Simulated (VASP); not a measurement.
# Se (P-1) in VASP: a series of runs

Runs on Se. Level: PBE. Tasks: relaxation of cell and atoms, single point.

All numbers are computed with VASP 6.6.1; they aren't measurements. Logs are shortened: lines on timing, memory, paths and dates and some standing lists are left out, and cuts for length are marked.

## 1. The cell of the first run

The typed cell holds 2 atoms: a = 3.645 Å, b = 3.651 Å, c = 4.841 Å, α = 93.63°, β = 111.55°, γ = 90.23°.

## 2. Relaxation of cell and atoms, PBE

File INCAR:

```
SYSTEM = Se
PREC     = Accurate       ! precision mode
ENCUT    = 600            ! plane-wave cutoff, eV
EDIFF    = 1E-6           ! SCF threshold, eV
ISMEAR   = 0              ! smearing method
SIGMA    = 0.01           ! smearing width, eV
LREAL    = .FALSE.        ! projectors in reciprocal space
LASPH    = .TRUE.         ! aspherical terms in the spheres
NELM     = 100            ! most SCF steps
ALGO     = Normal         ! electronic algorithm
ISIF     = 3              ! what is computed and relaxed
LWAVE    = .FALSE.        ! write WAVECAR
LCHARG   = .FALSE.        ! write CHGCAR
GGA      = PE             ! functional
IBRION   = 2              ! ionic algorithm
NSW      = 100            ! ionic steps
EDIFFG   = -0.01          ! ionic threshold
```

File KPOINTS:

```
regular mesh
0
G
  10 10 8
  0 0 0
```

File POSCAR:

```
Se
1.0
    3.6451034374      0.0000000000      0.0000000000
   -0.0144931624      3.6507859027      0.0000000000
   -1.7781727275     -0.3139495856      4.4911680893
Se
2
Direct
    0.8218801287      0.2291580701      0.0856912263
    0.1781198713      0.7708419299      0.9143087737
```

Potentials or basis: VASP PAW PBE potentials, release 64 (Se).

Command:

```
$ cat potpaw_PBE.64/Se/POTCAR > POTCAR
$ mpirun -np 1 vasp_std > vasp.out
```

OUTCAR:

```text
SYSTEM = Se
   PREC = Accurate
   ENCUT = 600
   EDIFF = 1E-6
   ISMEAR = 0
   LREAL = .FALSE.
   LASPH = .TRUE.
   NELM = 100
   ISIF = 3
   GGA = PE
   IBRION = 2
   NSW = 100
   EDIFFG = -0.01

 ion  position               nearest neighbor table
   1  0.822  0.229  0.086-   2 2.41   2 2.70   2 2.71
   2  0.178  0.771  0.914-   1 2.41   1 2.70   1 2.71

  LATTYP: Found a triclinic cell.
 ALAT       =     4.8738676043
 B/A-ratio  =     0.7478872496
 C/A-ratio  =     0.7490590568
 COS(alpha) =     0.0039698434
 COS(beta)  =     0.0659350151
 COS(gamma) =     0.3830491227

  Lattice vectors:

 A1 = (  -1.8669307099,   0.3139495856,  -4.4911680893)
 A2 = (  -3.6451034374,   0.0000000000,   0.0000000000)
 A3 = (  -0.0144931624,   3.6507859027,   0.0000000000)

Analysis of symmetry for initial positions (statically):
=====================================================================
 Subroutine PRICEL returns:
 Original cell was already a primitive cell.

 Routine SETGRP: Setting up the symmetry group for a
 triclinic supercell.

 Subroutine GETGRP returns: Found  2 space group operations
 (whereof  2 operations were pure point group operations)
 out of a pool of  2 trial point group operations.

The static configuration has the point symmetry S_2 .

Analysis of symmetry for dynamics (positions and initial velocities):
=====================================================================
 Subroutine PRICEL returns:
 Original cell was already a primitive cell.

 Routine SETGRP: Setting up the symmetry group for a
 triclinic supercell.

 Subroutine GETGRP returns: Found  2 space group operations
 (whereof  2 operations were pure point group operations)
 out of a pool of  2 trial point group operations.

The dynamic configuration has the point symmetry S_2 .

 Subroutine INISYM returns: Found  2 space group operations
 (whereof  2 operations are pure point group operations),
 and found     1 'primitive' translations

----------------------------------------------------------------------------------------

                                     Primitive cell

  volume of cell :      59.7662

[... 109 lines left out ...]
  volume/ion in A,a.u.               =      29.88       201.66
  Fermi-wavevector in a.u.,A,eV,Ry     =   0.958628  1.811544 12.503311  0.918967
  Thomas-Fermi vector in A             =   2.087752
   LORBIT       =      0    0 simple, 1 ext, 2 COOP (PROOUT), +10 PAW based schemes
   GGA     = PE    functional components
   LHFCALC =     F    Hartree Fock is set to
   AEXX    =    0.0000 exact exchange contribution
   IVDW    =     0    specifies the selected vdW correction
   LEPSILON=     F    determine dielectric tensor
   LRPA    =     F    only Hartree local field effects (RPA)
 conjugate gradient relaxation of ions
 non-spin polarized calculation
 Gauss-broadening in eV      SIGMA  =   0.01
  energy-cutoff  :      600.00
  volume of cell :       59.77
 maximum number of plane-waves:      2020
 NGX is ok and might be reduce to    30

--------------------------------------- Ionic step        1  -------------------------------------------

 number of electron      11.9999999 magnetization

 Free energy of the ion-electron system (eV)
  ---------------------------------------------------
  ext. energy  EPLUGINS =         0.00000000
  ---------------------------------------------------
  free energy    TOTEN  =        -6.71649016 eV

  energy without entropy =       -6.71646834  energy(sigma->0) =       -6.71647925

------------------------ aborting loop because EDIFF is reached ----------------------------------------

  FORCE on cell =-STRESS in cart. coord.  units (eV):
  Direction    XX          YY          ZZ          XY          YZ          ZX
  --------------------------------------------------------------------------------------
  -------------------------------------------------------------------------------------
  Total        0.1792506      0.1676717      0.0342853     -0.0295813      0.0041752      0.0186820
  in kB        4.8052464      4.4948466      0.9191000     -0.7929982      0.1119266      0.5008168
  external PRESSURE =       3.4063977 kB  Pullay stress =       0.0000000 kB
[... 89 lines left out ...]
  FREE ENERGIE OF THE ION-ELECTRON SYSTEM (eV)
  ---------------------------------------------------
  free  energy   TOTEN  =        -6.7171894552 eV

  energy  without entropy=       -6.7171737501  energy(sigma->0) =       -6.71718160

[... ionic steps 4 to 15 ...]

--------------------------------------- Ionic step       16  -------------------------------------------

 number of electron      11.9999999 magnetization

------------------------ aborting loop because EDIFF is reached ----------------------------------------
[... 67 lines left out ...]
--------------------------------------- Ionic step       18  -------------------------------------------

 number of electron      11.9999999 magnetization

 Free energy of the ion-electron system (eV)
  ---------------------------------------------------
  ext. energy  EPLUGINS =         0.00000000
  ---------------------------------------------------
  free energy    TOTEN  =        -6.71918248 eV

  energy without entropy =       -6.71916834  energy(sigma->0) =       -6.71917541

 E-fermi :   1.7852     XC(G=0):  -8.0290

 val. band max:        1.7852063191   @ k =   0.0000   0.0000   0.3750
 cond. band min:       1.8477125048   @ k =   0.2000   0.2000  -0.0000
 fundamental gap:      0.0625061857
 Fermi energy:         1.7852111680

 k-point     1 :       0.0000    0.0000    0.0000
  band No.  band energies     occupation
      1     -14.0552      2.00000
      2      -8.2554      2.00000
      3      -2.4448      2.00000
      4      -1.9543      2.00000
      5      -1.1402      2.00000
      6       0.9675      2.00000
      7       3.2946      0.00000
      8       4.8699      0.00000
      9       6.6430      0.00000
     10       7.2213      0.00000
[... 287 lines left out ...]
 k-point    24 :      -0.3000    0.2000    0.0000
  band No.  band energies     occupation
      1     -13.0092      2.00000
      2      -9.8072      2.00000
      3      -3.4819      2.00000
      4      -1.8828      2.00000
      5      -0.8845      2.00000
      6       0.9878      2.00000
      7       3.1065      0.00000
      8       4.1210      0.00000
      9       7.2548      0.00000
     10       9.2423      0.00000

 [... further k-points ...]
[... 5 lines left out ...]
  --------------------------------------------------------------------------------------
  -------------------------------------------------------------------------------------
  Total       -0.0060531     -0.0046298      0.0050349      0.0036977     -0.0047991      0.0045703
  in kB       -0.1541215     -0.1178812      0.1281953      0.0941493     -0.1221918      0.1163656
  external PRESSURE =      -0.0479358 kB  Pullay stress =       0.0000000 kB
[... 17 lines left out ...]
  FREE ENERGIE OF THE ION-ELECTRON SYSTEM (eV)
  ---------------------------------------------------
  free  energy   TOTEN  =        -6.7191824835 eV

  energy  without entropy=       -6.7191683429  energy(sigma->0) =       -6.71917541

 reached required accuracy - stopping structural energy minimisation
```

OSZICAR:

```text
N       E                     dE             d eps       ncg     rms          rms(c)
DAV:   1     0.552142000365E+02    0.55214E+02   -0.52967E+03  8080   0.110E+03
DAV:   2    -0.376960413599E+01   -0.58984E+02   -0.57029E+02 12388   0.148E+02
DAV:   3    -0.673883205762E+01   -0.29692E+01   -0.29528E+01 10184   0.403E+01
[... 128 lines left out ...]
       N       E                     dE             d eps       ncg     rms          rms(c)
DAV:   1    -0.671918278739E+01   -0.19524E-04   -0.18021E-03  8492   0.279E-01    0.157E-02
DAV:   2    -0.671918412742E+01   -0.13400E-05   -0.67508E-05  9130   0.586E-02    0.752E-03
DAV:   3    -0.671918275468E+01    0.13727E-05   -0.24252E-06  8386   0.108E-02    0.373E-03
DAV:   4    -0.671918248351E+01    0.27117E-06   -0.76148E-07  4502   0.586E-03
  18 F= -.67191825E+01 E0= -.67191754E+01  d E =-.295283E-04
```

Run time: 14 min. Hardware: 1 thread of AMD EPYC 9R45 (Zen 5), shared host; peak memory 0.39 GiB.

Results:

| Property | Result |
| --- | --- |
| Free energy | -6.7192 eV |
| Relaxed volume | 31.46 Å³/atom |
| Relaxed cell | a = 3.670 Å, b = 3.668 Å, c = 4.982 Å, α = 92.67°, β = 110.05°, γ = 90.52° |
| Space group after relaxing (to 0.05 Å) | P-1 (No. 2) |
| Energy gained by relaxing | 1.3 meV/atom |
| Ionic steps | 18 |
| Pressure after relaxing | 0.0 GPa |
| Largest force after relaxing | 0.005 eV/Å |
| Band gap on the k mesh | zero (band 6 reaches 1.88 eV, above the bottom of band 7 at 1.76 eV) |

Forces on the atoms (eV/Å):
```
Se  -0.001 -0.002  0.005
Se   0.001  0.002 -0.005
```

Step by step:
```csv
step,energy change (eV),largest force (eV/Å),pressure (GPa),volume (Å³)
1,0.0000,0.0376,0.34,59.77
2,-0.0007,0.0992,-0.14,60.32
3,-0.0007,0.0900,-0.07,60.23
4,-0.0014,0.0450,-0.02,60.44
5,-0.0017,0.0117,0.03,60.66
6,-0.0018,0.0124,0.03,60.76
7,-0.0018,0.0130,0.03,60.79
8,-0.0020,0.0050,0.04,60.92
9,-0.0021,0.0291,0.07,61.25
10,-0.0021,0.0313,-0.02,61.47
11,-0.0021,0.0350,-0.06,61.57
12,-0.0022,0.0305,-0.05,61.67
13,-0.0025,0.0190,0.00,61.97
14,-0.0026,0.0344,0.10,62.58
15,-0.0026,0.0252,0.06,62.73
16,-0.0027,0.0166,0.01,62.95
17,-0.0027,0.0139,-0.01,62.94
18,-0.0027,0.0053,0.00,62.93
```

Final structure:
```
CELL_PARAMETERS angstrom
3.67000 -0.00926 0.03271
-0.02403 3.66828 0.02687
-1.74998 -0.27744 4.65650
ATOMIC_POSITIONS crystal
Se 0.82033 0.22513 0.08111
Se 0.17967 0.77487 0.91889
```

## 3. Single point, PBE

This run uses another cell than the first one, of the same volume but with other edges.

File INCAR:

```
SYSTEM = Se
  PREC = Accurate
  ENCUT = 520
  EDIFF = 1E-7
  ISMEAR = 0
  SIGMA = 0.1
  LREAL = .False.
  LASPH = .True.
  NELM = 100
  ALGO = Normal
  ISIF = 2
  LWAVE = .False.
  LCHARG = .True.
  GGA = PE
  LELF = .True.
  LVHAR = .True.
  NBANDS = 13
```

File KPOINTS:

```
Automatic mesh
0
Gamma
  6 4 6
  0 0 0
```

File POSCAR:

```
Se
1.0
    3.6169444998     -0.4121386295      0.4469226879
   -1.3718659845      5.6071250309      0.9741202632
    1.6246700072      2.4629199017      3.7847745880
Se
2
Direct
    0.4675153059      0.0596610842      0.9690644474
    0.2752275461      0.5158503350      0.6829734023
```

Potentials or basis: VASP PAW PBE potentials, release 64 (Se).

Command:

```
$ cat potpaw_PBE.64/Se/POTCAR > POTCAR
$ mpirun -np 1 vasp_std > vasp.out
```

Wall time 38 s (1 thread of AMD EPYC 9R45 (Zen 5), shared host); peak memory 0.19 GiB.

The run converged. Its results:

| Property | Result |
| --- | --- |
| Free energy | -6.7232 eV |
| Pressure | 0.2 GPa |
| Largest force | 0.031 eV/Å |
| Band gap on the k mesh | zero (band 6 reaches 2.35 eV, above the bottom of band 7 at 2.18 eV) |

Forces in eV/Å, atoms in the order of the input:
```
Se  -0.024 -0.009 -0.019
Se   0.024  0.009  0.019
```

Stress tensor (GPa, compression positive):
```
 0.23  0.11 -0.04
 0.11  0.22 -0.04
-0.04 -0.04  0.13
```

Levels at points of the mesh, in eV from the Fermi level:
```tsv
k point	band 4	band 5	band 6	band 7	band 8	band 9
(0.00, 0.00, 0.00)	-3.74	-2.83	-0.92	1.48	3.13	5.00
(0.50, 0.00, 0.00)	-6.24	-1.97	-1.48	1.99	2.44	8.24
(0.00, 0.50, 0.00)	-3.24	-1.92	-0.95	0.54	0.61	5.13
(0.50, 0.50, 0.00)	-3.61	-2.31	-0.77	0.47	0.76	6.02
(0.00, 0.00, 0.50)	-3.79	-2.26	-1.04	0.71	0.77	7.48
(0.50, 0.00, 0.50)	-3.33	-2.17	-1.06	0.45	1.04	5.03
(0.00, 0.50, 0.50)	-3.87	-3.75	0.17	1.42	3.01	5.45
(0.50, 0.50, 0.50)	-6.33	-1.95	-1.49	2.25	2.60	7.94
```

Caveat: the k points lie up to 0.43 Å⁻¹ apart.

(Continued in part 2 of 2.)
